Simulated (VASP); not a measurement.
# CuSi16 (a cell with a defect) in VASP: single point with PBE

Aim: the single point of CuSi16 (a cell with a defect) with PBE.

Everything below comes from runs of VASP 6.6.1. Logs are shortened: lines on timing, memory, paths and dates and some standing lists are left out, and cuts for length are marked.

## 1. The cell of the first run

The cell holds a defect, 17 atoms: a = 7.679 Å, b = 7.679 Å, c = 7.679 Å, α = 60.00°, β = 60.00°, γ = 60.00°.

## 2. Single point, PBE

INCAR reads:

```
ALGO = Normal ; EDIFF = 1E-6
ENCUT = 520 ; GGA = PE
ISIF = 2 ; ISMEAR = 0
LASPH = T ; LCHARG = F
LREAL = Auto ; LWAVE = F
NBANDS = 52 ; NELECT = 74.0
NELM = 80 ; PREC = Accurate
SIGMA = 0.05
```

KPOINTS reads:

```
k-points
0
Gamma
  2 2 2
```

POSCAR reads:

```
CuSi16
1.0
    0.0000000000      5.4300000000      5.4300000000
    5.4300000000      0.0000000000      5.4300000000
    5.4300000000      5.4300000000      0.0000000000
Si Cu
16 1
Direct
   -0.0009123389     -0.0039745856     -0.0033926335
    0.1086525783      0.1299183241      0.1276124309
   -0.0099734807     -0.0031368324      0.5091648250
    0.1243288214      0.1224122468      0.6221523941
   -0.0085253223      0.5092702578     -0.0045886740
    0.1240446593      0.6225522099      0.1223789134
    0.0023808471      0.4954138122      0.4961685083
    0.1212053407      0.6234263352      0.6209637201
    0.4777373849      0.0154806630      0.0196893186
    0.6246191529      0.1289165746      0.1281476980
    0.4971637201     -0.0043018416      0.5104611418
    0.6128101289      0.1190372007      0.6492988950
    0.4968952118      0.5091066298     -0.0043508287
    0.6144800184      0.6464199816      0.1183422652
    0.4932093923      0.5036709024      0.5054499079
    0.6307465930      0.6222955801      0.6212187845
    0.7193267956      0.2720056169      0.2757015654
```

Potentials or basis: VASP PAW PBE potentials, release 64 (Si, Cu).

Run with:

```console
$ cat potpaw_PBE.64/Si/POTCAR potpaw_PBE.64/Cu/POTCAR > POTCAR
$ mpirun -np 1 vasp_std > vasp.out
```

OUTCAR:

```text
EDIFF = 1E-6
   ENCUT = 520
   GGA = PE
   ISIF = 2
   ISMEAR = 0
   LASPH = T
   LREAL = Auto
   NELECT = 74.0
   NELM = 80
   PREC = Accurate

 ion  position               nearest neighbor table
   1  0.999  0.996  0.997-   6 2.34   4 2.35  10 2.35   2 2.35
   2  0.109  0.130  0.128-   9 2.32   1 2.35   5 2.38   3 2.39  17 2.45
   3  0.990  0.997  0.509-   4 2.34   8 2.34  12 2.37   2 2.39  17 2.75
   4  0.124  0.122  0.622-   7 2.34   3 2.34  11 2.34   1 2.35
   5  0.991  0.509  0.995-   6 2.34   8 2.35  14 2.37   2 2.38  17 2.78
   6  0.124  0.623  0.122-   5 2.34  13 2.34   1 2.34   7 2.34
   7  0.002  0.495  0.496-  16 2.33   8 2.33   4 2.34   6 2.34
   8  0.121  0.623  0.621-   7 2.33  15 2.33   3 2.34   5 2.35
   9  0.478  0.015  0.020-  10 2.32   2 2.32  14 2.32  12 2.33
  10  0.625  0.129  0.128-   9 2.32   1 2.35  13 2.38  11 2.40  17 2.43
  11  0.497  0.996  0.510-   4 2.34  16 2.34  12 2.37  10 2.40  17 2.72
  12  0.613  0.119  0.649-   9 2.33  17 2.35   3 2.37  11 2.37  15 2.41
  13  0.497  0.509  0.996-   6 2.34  16 2.35  14 2.37  10 2.38  17 2.74
  14  0.614  0.646  0.118-   9 2.32  17 2.36   5 2.37  13 2.37  15 2.43
  15  0.493  0.504  0.505-  16 2.33   8 2.33  12 2.41  14 2.43  17 2.51
  16  0.631  0.622  0.621-   7 2.33  15 2.33  11 2.34  13 2.35
  17  0.719  0.272  0.276-  12 2.35  14 2.36  10 2.43   2 2.45  15 2.51  11 2.72  13 2.74   3 2.75
                             5 2.78

  LATTYP: Found a face centered cubic cell.
 ALAT       =    10.8600000000

  Lattice vectors:

 A1 = (   0.0000000000,   5.4300000000,   5.4300000000)
 A2 = (   5.4300000000,   0.0000000000,   5.4300000000)
 A3 = (   5.4300000000,   5.4300000000,   0.0000000000)

Analysis of symmetry for initial positions (statically):
=====================================================================
 Subroutine PRICEL returns:
 Original cell was already a primitive cell.

 Routine SETGRP: Setting up the symmetry group for a
 face centered cubic supercell.

 Subroutine GETGRP returns: Found  1 space group operations
 (whereof  1 operations were pure point group operations)
 out of a pool of 48 trial point group operations.

The static configuration has the point symmetry C_1 .

Analysis of symmetry for dynamics (positions and initial velocities):
=====================================================================
 Subroutine PRICEL returns:
 Original cell was already a primitive cell.

 Routine SETGRP: Setting up the symmetry group for a
 face centered cubic supercell.

 Subroutine GETGRP returns: Found  1 space group operations
 (whereof  1 operations were pure point group operations)
 out of a pool of 48 trial point group operations.

The dynamic configuration has the point symmetry C_1 .

 Subroutine INISYM returns: Found  1 space group operations
 (whereof  1 operations are pure point group operations),
 and found     1 'primitive' translations

----------------------------------------------------------------------------------------

                                     Primitive cell

  volume of cell :     320.2060

  direct lattice vectors                    reciprocal lattice vectors
     0.000000000  5.430000000  5.430000000    -0.092081031  0.092081031  0.092081031
     5.430000000  0.000000000  5.430000000     0.092081031 -0.092081031  0.092081031
     5.430000000  5.430000000  0.000000000     0.092081031  0.092081031 -0.092081031

  length of vectors
     7.679179644  7.679179644  7.679179644     0.159489025  0.159489025  0.159489025

  position of ions in fractional coordinates (direct lattice)
     0.999087661  0.996025414  0.996607367
     0.108652578  0.129918324  0.127612431
     0.990026519  0.996863168  0.509164825
     0.124328821  0.122412247  0.622152394
     0.991474678  0.509270258  0.995411326
     0.124044659  0.622552210  0.122378913
[... 9 lines left out ...]
     0.630746593  0.622295580  0.621218785
     0.719326796  0.272005617  0.275701565

  ion indices of the primitive-cell ions
   primitive index   ion index
                 1           1
                 2           2
                 3           3
                 4           4
                 5           5
                 6           6
[... 9 lines left out ...]
                16          16
                17          17

----------------------------------------------------------------------------------------

 KPOINTS: k-points

Automatic generation of k-mesh.
 Grid dimensions read from file:
 generate k-points for:    2    2    2

 Generating k-lattice:

  Cartesian coordinates                     Fractional coordinates (reciprocal lattice)
    -0.046040516  0.046040516  0.046040516     0.500000000  0.000000000  0.000000000
     0.046040516 -0.046040516  0.046040516     0.000000000  0.500000000  0.000000000
     0.046040516  0.046040516 -0.046040516     0.000000000  0.000000000  0.500000000

  Length of vectors
     0.079744512  0.079744512  0.079744512

  Shift w.r.t. Gamma in fractional coordinates (k-lattice)
     0.000000000  0.000000000  0.000000000

 Subroutine IBZKPT returns following result:
 ===========================================

 Found      8 irreducible k-points:

 Following reciprocal coordinates:
            Coordinates               Weight
  0.000000  0.000000  0.000000      1.000000
  0.500000  0.000000  0.000000      1.000000
  0.000000  0.500000  0.000000      1.000000
  0.000000  0.000000  0.500000      1.000000
  0.500000  0.500000  0.500000      1.000000
  0.500000  0.500000  0.000000      1.000000
  0.000000  0.500000  0.500000      1.000000
  0.500000  0.000000  0.500000      1.000000
   k-points           NKPTS =      8   k-points in BZ     NKDIM =      8   number of bands    NBANDS=     52
   number of dos      NEDOS =    301   number of ions     NIONS =     17
   total plane-waves  NPLWV = 216000
   dimension x,y,z NGX =    60 NGY =   60 NGZ =   60
   dimension x,y,z NGXF=   120 NGYF=  120 NGZF=  120
   ions per type =              16   1
   NGX,Y,Z   is equivalent  to a cutoff of  12.99, 12.99, 12.99 a.u.
   NGXF,Y,Z  is equivalent  to a cutoff of  25.98, 25.98, 25.98 a.u.
 SYSTEM =  unknown system
   PREC   = accura    normal or accurate (medium, high low for compatibility)
   ISTART =      0    job   : 0-new  1-cont  2-samecut
   ICHARG =      2    charge: 1-file 2-atom 10-const
   ISPIN  =      1    spin polarized calculation?
   LNONCOLLINEAR =      F non collinear calculations
   LSORBIT =      F    spin-orbit coupling
   LASPH  =      T    aspherical Exc in radial PAW
   ENCUT  =  520.0 eV  38.22 Ry    6.18 a.u.  14.28 14.28 14.28*2*pi/ulx,y,z
   NELM   =     80;   NELMIN=  2; NELMDL= -5     # of ELM steps
   EDIFF  = 0.1E-05   stopping-criterion for ELM
   LREAL  =      T    real-space projection
   EDIFFG = 0.1E-04   stopping-criterion for IOM
   NSW    =      0    number of steps for IOM
[... 5 lines left out ...]
   TEBEG  =    0.0;   TEEND  =   0.0 temperature during run
   PSTRESS=    0.0 pullay stress
   NELECT =      74.0000    total number of electrons
   NUPDOWN=      -1.0000    fix difference up-down
   EMIN   =  10.00;   EMAX   =-10.00  energy-range for DOS
   EFERMI =   0.00;   METHOD = LEGACY
   ISMEAR =     0;   SIGMA  =   0.05  broadening in eV -4-tet -1-fermi 0-gaus
   EFERMI_NEDOS =   21; number of points for ismear=-14 and -15
   IALGO  =     38    algorithm
   IMIX   =      4    mixing-type and parameters
     AMIX     =   0.40;   BMIX     =  1.00
     AMIX_MAG =   1.60;   BMIX_MAG =  1.00
  volume/ion in A,a.u.               =      18.84       127.11
  Fermi-wavevector in a.u.,A,eV,Ry     =   1.004636  1.898488 13.732283  1.009294
  Thomas-Fermi vector in A             =   2.137265
   LORBIT       =      0    0 simple, 1 ext, 2 COOP (PROOUT), +10 PAW based schemes
   GGA     = PE    functional components
   LHFCALC =     F    Hartree Fock is set to
   AEXX    =    0.0000 exact exchange contribution
   IVDW    =     0    specifies the selected vdW correction
   LEPSILON=     F    determine dielectric tensor
   LRPA    =     F    only Hartree local field effects (RPA)
 non-spin polarized calculation
 Gauss-broadening in eV      SIGMA  =   0.05
  energy-cutoff  :      520.00
  volume of cell :      320.21
 maximum number of plane-waves:      8646
 NGX is ok and might be reduce to    60
   NGX = 29   NGY = 29   NGZ = 29

 number of electron      74.0000000 magnetization

 Free energy of the ion-electron system (eV)
  ---------------------------------------------------
  ext. energy  EPLUGINS =         0.00000000
  ---------------------------------------------------
  free energy    TOTEN  =       -94.20209361 eV

  energy without entropy =      -94.19997928  energy(sigma->0) =      -94.20103645

 E-fermi :   6.3614     XC(G=0):  -9.6061

 val. band max:        6.3065693423   @ k =   0.0000   0.0000   0.0000
 cond. band min:       6.4163249659   @ k =   0.0000   0.0000   0.0000
 fundamental gap:      0.1097556236
 Fermi energy:         6.3614471623

 k-point     1 :       0.0000    0.0000    0.0000
  band No.  band energies     occupation
      1      -5.8981      2.00000
      2      -3.5253      2.00000
      3      -3.5191      2.00000
      4      -3.4954      2.00000
      5      -3.4774      2.00000
      6      -2.0480      2.00000
[... 41 lines left out ...]
     48       8.5113      0.00000
     49       8.6631      0.00000

 k-point     2 :       0.5000    0.0000    0.0000
  band No.  band energies     occupation
      1      -5.2364      2.00000
      2      -4.9292      2.00000
      3      -3.2814      2.00000
      4      -3.2628      2.00000
      5      -3.2041      2.00000
      6      -3.0423      2.00000
[... 41 lines left out ...]
     48       9.7829      0.00000
     49       9.8786      0.00000

 k-point     3 :       0.0000    0.5000    0.0000
  band No.  band energies     occupation
      1      -5.2109      2.00000
      2      -4.9612      2.00000
      3      -3.3102      2.00000
      4      -3.2495      2.00000
      5      -3.1786      2.00000
      6      -3.0363      2.00000
[... 249 lines left out ...]
     48      10.5013      0.00000
     49      10.5419      0.00000

 k-point     8 :       0.5000    0.0000    0.5000
  band No.  band energies     occupation
      1      -4.9335      2.00000
      2      -4.7300      2.00000
      3      -3.8697      2.00000
      4      -3.7741      2.00000
      5      -3.7638      2.00000
      6      -3.7365      2.00000
[... 41 lines left out ...]
     48      10.5104      0.00000
     49      10.5217      0.00000
 [bands above 49 left out]

------------------------ aborting loop because EDIFF is reached ----------------------------------------

  FORCE on cell =-STRESS in cart. coord.  units (eV):
  Direction    XX          YY          ZZ          XY          YZ          ZX
  --------------------------------------------------------------------------------------
  -------------------------------------------------------------------------------------
  Total       -0.9647747     -1.9372258     -1.9140916     -0.1592802      0.0516794      0.2680833
  in kB       -4.8273304     -9.6930698     -9.5773159     -0.7969717      0.2585822      1.3413770
  external PRESSURE =      -8.0325720 kB  Pullay stress =       0.0000000 kB

 VOLUME and BASIS-vectors are now :
 -----------------------------------------------------------------------------
  energy-cutoff  :      520.00
  volume of cell :      320.21
      direct lattice vectors                 reciprocal lattice vectors
     0.000000000  5.430000000  5.430000000    -0.092081031  0.092081031  0.092081031
     5.430000000  0.000000000  5.430000000     0.092081031 -0.092081031  0.092081031
     5.430000000  5.430000000  0.000000000     0.092081031  0.092081031 -0.092081031

 POSITION                                       TOTAL-FORCE (eV/Angst)
 -----------------------------------------------------------------------------------
     10.82000     10.83662     10.83346        -0.006192     -0.000313      0.003587
      1.39839      1.28292      1.29544        -0.006812      0.007401      0.017953
      8.17773      8.14061     10.78881         0.005909      0.002096     -0.003093
      4.04299      4.05339      1.33980        -0.000130     -0.005141      0.014797
      8.17042     10.78879      8.14904         0.001451      0.002473      0.009072
      4.04498      1.33808      4.05402         0.006415      0.006930      0.003980
[... 9 lines left out ...]
      6.75228      6.79817      6.80402         0.010964     -0.016969      0.001488
      2.97405      5.40300      5.38293        -0.016222      0.010366     -0.019835
 -----------------------------------------------------------------------------------
    total drift:                                0.001606     -0.002514     -0.002205

  FREE ENERGIE OF THE ION-ELECTRON SYSTEM (eV)
  ---------------------------------------------------
  free  energy   TOTEN  =       -94.2020936075 eV

  energy  without entropy=      -94.1999792833  energy(sigma->0) =      -94.20103645
```

Wall time 5.4 min (1 thread of Intel Xeon Platinum 8259CL at 2.50GHz (Skylake/Cascade Lake), shared host); peak memory 0.5 GiB.

What came out:

* Free energy: -94.2021 eV
* Largest force: 0.036 eV/Å

Forces on the atoms (eV/Å):
```
Si  -0.006  0.000  0.004
Si  -0.007  0.007  0.018
Si   0.006  0.002 -0.003
Si   0.000 -0.005  0.015
Si   0.001  0.002  0.009
Si   0.006  0.007  0.004
Si   0.006 -0.008 -0.009
Si   0.002 -0.002  0.008
Si  -0.004  0.008 -0.021
Si  -0.027 -0.023 -0.002
Si  -0.002 -0.004  0.017
Si   0.020  0.010 -0.008
Si  -0.006  0.003  0.000
Si  -0.004  0.006 -0.002
Si   0.019  0.004 -0.010
Si   0.011 -0.017  0.001
Cu  -0.016  0.010 -0.020
```

Caveat: the k points lie up to 0.50 Å⁻¹ apart; the cell carries a net charge on a neutralising background, which shifts energy and pressure; the cell is charged against a uniform background, so pressure and absolute levels hang on convention.
